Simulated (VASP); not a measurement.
# YB (Fm-3m) in VASP: a series of runs

YB is run at these levels: PBEsol; tasks: single point.

Program: VASP 6.6.1. These are calculated values, not measurements. Logs are shortened: lines on timing, memory, paths and dates and some standing lists are left out, and cuts for length are marked.

## 1. The cell of the first run

Symmetry: Fm-3m, No. 225, cubic system. The conventional cell has a = 5.259 Å, b = 5.259 Å, c = 5.259 Å, α = 90.00°, β = 90.00°, γ = 90.00°. Within 3.5 Å of Y (site symmetry m-3m) lie 6 B at 2.63 Å. Within 3.5 Å of B (site symmetry m-3m) lie 6 Y at 2.63 Å.

## 2. Single point, PBEsol (18.18 Å³/atom)

Contents of INCAR:

```
ALGO     = Normal         # electronic algorithm
EDIFF    = 1E-7           # SCF threshold, eV
ENCUT    = 520            # plane-wave cutoff, eV
GGA      = PS             # functional
ISIF     = 2              # what is computed and relaxed
ISMEAR   = 0              # smearing method
LASPH    = True           # aspherical terms in the spheres
LCHARG   = False          # write CHGCAR
LREAL    = False          # projectors in reciprocal space
LWAVE    = False          # write WAVECAR
NBANDS   = 14             # bands
NELM     = 100            # most SCF steps
PREC     = Accurate       # precision mode
SIGMA    = 0.05           # smearing width, eV
```

Contents of KPOINTS:

```
k-points
0
Gamma
  10 10 10
```

Contents of POSCAR:

```
YB
1.0
    0.0000000000      2.6293158924      2.6293158924
    2.6293158924      0.0000000000      2.6293158924
    2.6293158924      2.6293158924      0.0000000000
Y B
1 1
Direct
    0.5000000000      0.5000000000      0.5000000000
    0.0000000000      0.0000000000      0.0000000000
```

Potentials or basis: VASP PAW PBE potentials, release 64 (Y_sv, B).

Command:

```sh
$ cat potpaw_PBE.64/Y_sv/POTCAR potpaw_PBE.64/B/POTCAR > POTCAR
$ mpirun -np 1 vasp_std > vasp.out
```

OUTCAR:

```text
EDIFF = 1E-7
   ENCUT = 520
   GGA = PS
   ISIF = 2
   ISMEAR = 0
   LASPH = True
   LREAL = False
   NELM = 100
   PREC = Accurate

 ion  position               nearest neighbor table
   1  0.500  0.500  0.500-   2 2.63   2 2.63   2 2.63   2 2.63   2 2.63   2 2.63
   2  0.000  0.000  0.000-   1 2.63   1 2.63   1 2.63   1 2.63   1 2.63   1 2.63

  LATTYP: Found a face centered cubic cell.
 ALAT       =     5.2586317848

  Lattice vectors:

 A1 = (   0.0000000000,   2.6293158924,   2.6293158924)
 A2 = (   2.6293158924,   0.0000000000,   2.6293158924)
 A3 = (   2.6293158924,   2.6293158924,   0.0000000000)

Analysis of symmetry for initial positions (statically):
=====================================================================
 Subroutine PRICEL returns:
 Original cell was already a primitive cell.

 Routine SETGRP: Setting up the symmetry group for a
 face centered cubic supercell.

 Subroutine GETGRP returns: Found 48 space group operations
 (whereof 48 operations were pure point group operations)
 out of a pool of 48 trial point group operations.

The static configuration has the point symmetry O_h .

Analysis of symmetry for dynamics (positions and initial velocities):
=====================================================================
 Subroutine PRICEL returns:
 Original cell was already a primitive cell.

 Routine SETGRP: Setting up the symmetry group for a
 face centered cubic supercell.

 Subroutine GETGRP returns: Found 48 space group operations
 (whereof 48 operations were pure point group operations)
 out of a pool of 48 trial point group operations.

The dynamic configuration has the point symmetry O_h .

 Subroutine INISYM returns: Found 48 space group operations
 (whereof 48 operations are pure point group operations),
 and found     1 'primitive' translations

----------------------------------------------------------------------------------------

                                     Primitive cell

  volume of cell :      36.3545

  direct lattice vectors                    reciprocal lattice vectors
     0.000000000  2.629315892  2.629315892    -0.190163533  0.190163533  0.190163533
     2.629315892  0.000000000  2.629315892     0.190163533 -0.190163533  0.190163533
     2.629315892  2.629315892  0.000000000     0.190163533  0.190163533 -0.190163533

  length of vectors
     3.718414195  3.718414195  3.718414195     0.329372901  0.329372901  0.329372901

  position of ions in fractional coordinates (direct lattice)
     0.500000000  0.500000000  0.500000000
     0.000000000  0.000000000  0.000000000

  ion indices of the primitive-cell ions
   primitive index   ion index
                 1           1
                 2           2

----------------------------------------------------------------------------------------

 KPOINTS: k-points

Automatic generation of k-mesh.
 Grid dimensions read from file:
 generate k-points for:   10   10   10

 Generating k-lattice:

  Cartesian coordinates                     Fractional coordinates (reciprocal lattice)
    -0.019016353  0.019016353  0.019016353     0.100000000  0.000000000  0.000000000
     0.019016353 -0.019016353  0.019016353     0.000000000  0.100000000  0.000000000
     0.019016353  0.019016353 -0.019016353     0.000000000  0.000000000  0.100000000

  Length of vectors
     0.032937290  0.032937290  0.032937290

  Shift w.r.t. Gamma in fractional coordinates (k-lattice)
     0.000000000  0.000000000  0.000000000

 Subroutine IBZKPT returns following result:
 ===========================================

 Found     47 irreducible k-points:

 Following reciprocal coordinates:
            Coordinates               Weight
  0.000000  0.000000  0.000000      1.000000
  0.100000  0.000000  0.000000      8.000000
  0.200000  0.000000  0.000000      8.000000
  0.300000  0.000000  0.000000      8.000000
  0.400000  0.000000  0.000000      8.000000
  0.500000  0.000000  0.000000      4.000000
[... 16 lines left out ...]
  0.300000  0.300000  0.000000      6.000000
  0.400000  0.300000  0.000000     24.000000
 [... further k-points ...]
   k-points           NKPTS =     47   k-points in BZ     NKDIM =     47   number of bands    NBANDS=     14
   number of dos      NEDOS =    301   number of ions     NIONS =      2
   total plane-waves  NPLWV =  21952
   dimension x,y,z NGX =    28 NGY =   28 NGZ =   28
   dimension x,y,z NGXF=    56 NGYF=   56 NGZF=   56
   ions per type =               1   1
   NGX,Y,Z   is equivalent  to a cutoff of  12.52, 12.52, 12.52 a.u.
   NGXF,Y,Z  is equivalent  to a cutoff of  25.04, 25.04, 25.04 a.u.
 SYSTEM =  unknown system
   PREC   = accura    normal or accurate (medium, high low for compatibility)
   ISTART =      0    job   : 0-new  1-cont  2-samecut
   ICHARG =      2    charge: 1-file 2-atom 10-const
   ISPIN  =      1    spin polarized calculation?
   LNONCOLLINEAR =      F non collinear calculations
   LSORBIT =      F    spin-orbit coupling
   LASPH  =      T    aspherical Exc in radial PAW
   ENCUT  =  520.0 eV  38.22 Ry    6.18 a.u.   6.91  6.91  6.91*2*pi/ulx,y,z
   NELM   =    100;   NELMIN=  2; NELMDL= -5     # of ELM steps
   EDIFF  = 0.1E-06   stopping-criterion for ELM
   LREAL  =      F    real-space projection
   EDIFFG = 0.1E-05   stopping-criterion for IOM
   NSW    =      0    number of steps for IOM
   IBRION =     -1    ionic relax: 0-MD 1-quasi-New 2-CG
   NFREE  =      0    steps in history (QN), initial steepest desc. (CG)
   ISIF   =      2    stress and relaxation
   ISYM   =      2    0-nonsym 1-usesym 2-fastsym
   POTIM  = 0.5000    time-step for ionic-motion
   TEBEG  =    0.0;   TEEND  =   0.0 temperature during run
   PSTRESS=    0.0 pullay stress
   NELECT =      14.0000    total number of electrons
   NUPDOWN=      -1.0000    fix difference up-down
   EMIN   =  10.00;   EMAX   =-10.00  energy-range for DOS
   EFERMI =   0.00;   METHOD = LEGACY
   ISMEAR =     0;   SIGMA  =   0.05  broadening in eV -4-tet -1-fermi 0-gaus
   EFERMI_NEDOS =   21; number of points for ismear=-14 and -15
   IALGO  =     38    algorithm
   IMIX   =      4    mixing-type and parameters
     AMIX     =   0.40;   BMIX     =  1.00
     AMIX_MAG =   1.60;   BMIX_MAG =  1.00
  volume/ion in A,a.u.               =      18.18       122.67
  Fermi-wavevector in a.u.,A,eV,Ry     =   1.191054  2.250765 19.301352  1.418609
  Thomas-Fermi vector in A             =   2.327124
   LORBIT       =      0    0 simple, 1 ext, 2 COOP (PROOUT), +10 PAW based schemes
   GGA     = PS    functional components
   LHFCALC =     F    Hartree Fock is set to
   AEXX    =    0.0000 exact exchange contribution
   IVDW    =     0    specifies the selected vdW correction
   LEPSILON=     F    determine dielectric tensor
   LRPA    =     F    only Hartree local field effects (RPA)
 non-spin polarized calculation
 Gauss-broadening in eV      SIGMA  =   0.05
  energy-cutoff  :      520.00
  volume of cell :       36.35
 maximum number of plane-waves:       991
   NGX = 13   NGY = 13   NGZ = 13

 number of electron      14.0000000 magnetization

 Free energy of the ion-electron system (eV)
  ---------------------------------------------------
  ext. energy  EPLUGINS =         0.00000000
  ---------------------------------------------------
  free energy    TOTEN  =       -13.22436227 eV

  energy without entropy =      -13.21885600  energy(sigma->0) =      -13.22160914

 E-fermi :   2.9281     XC(G=0): -10.4974

 val. band max:        2.9233373216   @ k =  -0.3000   0.1000   0.0000
 cond. band min:       2.9288313158   @ k =  -0.4000   0.4000   0.2000
 fundamental gap:      0.0054939942
 Fermi energy:         2.9280878307

 k-point     1 :       0.0000    0.0000    0.0000
  band No.  band energies     occupation
      1     -37.9809      2.00000
      2     -17.8568      2.00000
      3     -17.8568      2.00000
      4     -17.8568      2.00000
      5      -4.4507      2.00000
      6       5.6401      0.00000
      7       5.6401      0.00000
      8       5.6401      0.00000
      9       5.7012      0.00000
     10       5.7012      0.00000
     11       5.7012      0.00000
     12       7.0807      0.00000
     13       7.0807      0.00000
     14      11.3973      0.00000

 k-point     2 :       0.1000    0.0000    0.0000
  band No.  band energies     occupation
      1     -37.9764      2.00000
      2     -17.9082      2.00000
      3     -17.8617      2.00000
      4     -17.8617      2.00000
      5      -4.2579      2.00000
      6       4.4805      0.00000
      7       4.7982      0.00000
      8       4.7982      0.00000
      9       5.9835      0.00000
     10       5.9835      0.00000
     11       6.4376      0.00000
     12       8.0410      0.00000
     13       8.0410      0.00000
     14      11.7405      0.00000

 k-point     3 :       0.2000    0.0000    0.0000
  band No.  band energies     occupation
      1     -37.9647      2.00000
      2     -18.0396      2.00000
      3     -17.8744      2.00000
      4     -17.8744      2.00000
      5      -3.7148      2.00000
      6       3.1202      0.00000
      7       3.8180      0.00000
      8       3.8180      0.00000
      9       6.5220      0.00000
     10       6.5220      0.00000
     11       6.8747      0.00000
     12       9.6381      0.00000
     13       9.6381      0.00000
     14      12.4108      0.00000
[... 324 lines left out ...]
 k-point    23 :       0.3000    0.3000    0.0000
  band No.  band energies     occupation
      1     -37.9398      2.00000
      2     -18.1624      2.00000
      3     -17.9710      2.00000
      4     -17.9710      2.00000
      5      -2.9230      2.00000
      6       1.7221      2.00000
      7       3.8184      0.00000
      8       4.3897      0.00000
      9       4.3897      0.00000
     10       7.9292      0.00000
     11       9.2929      0.00000
     12       9.2929      0.00000
     13      11.0479      0.00000
     14      14.7119      0.00000

 k-point    24 :       0.4000    0.3000    0.0000
  band No.  band energies     occupation
      1     -37.9303      2.00000
      2     -18.2262      2.00000
      3     -18.0048      2.00000
      4     -17.9893      2.00000
      5      -2.6562      2.00000
      6       1.6888      2.00000
      7       3.1762      0.00000
      8       4.1524      0.00000
      9       4.8563      0.00000
     10       8.5309      0.00000
     11       9.5134      0.00000
     12       9.6193      0.00000
     13      11.7035      0.00000
     14      13.4008      0.00000

 [... further k-points ...]

------------------------ aborting loop because EDIFF is reached ----------------------------------------

  FORCE on cell =-STRESS in cart. coord.  units (eV):
  Direction    XX          YY          ZZ          XY          YZ          ZX
  --------------------------------------------------------------------------------------
  -------------------------------------------------------------------------------------
  Total        0.4226355      0.4226355      0.4226355      0.0000000      0.0000000      0.0000000
  in kB       18.6259442     18.6259442     18.6259442      0.0000000      0.0000000      0.0000000
  external PRESSURE =      18.6259442 kB  Pullay stress =       0.0000000 kB

 VOLUME and BASIS-vectors are now :
 -----------------------------------------------------------------------------
  energy-cutoff  :      520.00
  volume of cell :       36.35
      direct lattice vectors                 reciprocal lattice vectors
     0.000000000  2.629315892  2.629315892    -0.190163533  0.190163533  0.190163533
     2.629315892  0.000000000  2.629315892     0.190163533 -0.190163533  0.190163533
     2.629315892  2.629315892  0.000000000     0.190163533  0.190163533 -0.190163533

 POSITION                                       TOTAL-FORCE (eV/Angst)
 -----------------------------------------------------------------------------------
      2.62932      2.62932      2.62932         0.000000      0.000000      0.000000
      0.00000      0.00000      0.00000        -0.000000     -0.000000     -0.000000
 -----------------------------------------------------------------------------------
    total drift:                                0.000000      0.000000      0.000000

  FREE ENERGIE OF THE ION-ELECTRON SYSTEM (eV)
  ---------------------------------------------------
  free  energy   TOTEN  =       -13.2243622731 eV

  energy  without entropy=      -13.2188560049  energy(sigma->0) =      -13.22160914
```

Run time: 28 s. Hardware: 1 thread of Intel Xeon Platinum 8375C at 2.90GHz (Ice Lake), shared host; peak memory 0.18 GiB.

Results:

```
Free energy            : -13.2244 eV
Pressure               : 1.9 GPa
Band gap on the k mesh : zero (bands 7 and 8 overlap by 3.19 eV)
```

Caveat: the PAW data sets were made with another functional, which shifts forces and pressure a little.

## 3. Single point, PBEsol (18.92 Å³/atom)

This run uses another cell than the first one, of 18.92 Å³/atom.

Contents of INCAR:

```
SYSTEM = YB
PREC     = Accurate       ! precision mode
ENCUT    = 520            ! plane-wave cutoff, eV
EDIFF    = 1E-6           ! SCF threshold, eV
ISMEAR   = 0              ! smearing method
SIGMA    = 0.05           ! smearing width, eV
LREAL    = .False.        ! projectors in reciprocal space
LASPH    = .True.         ! aspherical terms in the spheres
NELM     = 80             ! most SCF steps
ALGO     = Normal         ! electronic algorithm
ISIF     = 2              ! what is computed and relaxed
LWAVE    = .False.        ! write WAVECAR
LCHARG   = .False.        ! write CHGCAR
GGA      = PS             ! functional
NBANDS   = 14             ! bands
```

Contents of KPOINTS:

```
regular mesh
0
Gamma
  10 10 10
  0 0 0
```

Contents of POSCAR:

```
YB
1.0
    0.0000000000      2.6646129350      2.6646129350
    2.6646129350      0.0000000000      2.6646129350
    2.6646129350      2.6646129350      0.0000000000
Y B
1 1
Direct
    0.5000000000      0.5000000000      0.5000000000
    0.0000000000      0.0000000000      0.0000000000
```

Potentials or basis: VASP PAW PBE potentials, release 64 (Y_sv, B).

Command:

```sh
$ cat potpaw_PBE.64/Y_sv/POTCAR potpaw_PBE.64/B/POTCAR > POTCAR
$ mpirun -np 1 vasp_std > vasp.out
```

It took 23 s on 1 thread of Intel Xeon Platinum 8375C at 2.90GHz (Ice Lake), shared host; peak memory 0.18 GiB.

It converged, with:

```
Free energy            : -13.2241 eV
Pressure               : -1.8 GPa
Band gap on the k mesh : zero (bands 7 and 8 overlap by 3.09 eV)
```

Levels at points of the mesh, in eV from the Fermi level:
| k point | band 5 | band 6 | band 7 | band 8 | band 9 | band 10 |
| --- | --- | --- | --- | --- | --- | --- |
| (0.00, 0.00, 0.00) | -7.30 | 2.65 | 2.65 | 2.65 | 2.68 | 2.68 |
| (0.50, 0.00, 0.00) | -4.37 | -2.98 | -0.44 | -0.44 | 5.50 | 5.50 |
| (0.50, 0.50, 0.00) | -5.59 | -0.67 | 0.29 | 1.59 | 1.59 | 5.34 |

Caveat: the PAW data sets were made with another functional, which shifts forces and pressure a little.
